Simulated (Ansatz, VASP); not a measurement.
## One calculation of Ca7TiO8, two programs

```
Ti Ca O
1.0
     0.00000    4.81500    4.81500
     4.81500    0.00000    4.81500
     4.81500    4.81500    0.00000
Ti Ca O
1 7 8
Direct
  0.00000 0.00000 0.00000
  0.00000 0.00000 0.50000
  0.00000 0.50000 0.00000
  0.00000 0.50000 0.50000
  0.50000 0.00000 0.00000
  0.50000 0.00000 0.50000
  0.50000 0.50000 0.00000
  0.50000 0.50000 0.50000
  0.25000 0.25000 0.25000
  0.24431 0.24431 0.75569
  0.24431 0.75569 0.24431
  0.24431 0.75569 0.75569
  0.75569 0.24431 0.24431
  0.75569 0.24431 0.75569
  0.75569 0.75569 0.24431
  0.75000 0.75000 0.75000
```

Alike in both runs: task single point; functional PBEsol; k mesh 3 × 3 × 3; occupations gaussian, width 0.05 eV; collinear spin; Hubbard terms Ti d U = 5.0 eV.

```csv
,VASP,Ansatz
version,VASP 6.6.1,Ansatz 0.2.0
potentials or method,"VASP PAW PBE potentials, release 64 (Ti_sv, Ca_sv, O), cutoff 520 eV","scalar-relativistic, plane waves, PAW"
valence electrons in the cell,130,130
```

|  | VASP | Ansatz | Ansatz less VASP |
| --- | --- | --- | --- |
| pressure (GPa) | -6.3 | -5.8 | +0.55 |
| rms of the force components (eV/Å) | 0.005 | 0.106 | +0.1010 |
| net moment per atom (μB) | 0.13 | 0.12 | 0.000 |
| size of the moment on the site where the two differ most (μB) | 1.50 | 1.44 | -0.060 |

VASP's potentials were made for PBE, not for PBEsol. Site moments also hang on the region over which each program counts them. The programs project onto different local orbitals, so the same U acts differently, and such runs can settle in different states. Atom by atom the forces differ by 0.101 eV/Å (rms over components). Ansatz's warnings: specified occupation not kept, symmetry narrowed by occupation matrices.

The k mesh is coarse, so the values compare programs but aren't converged.
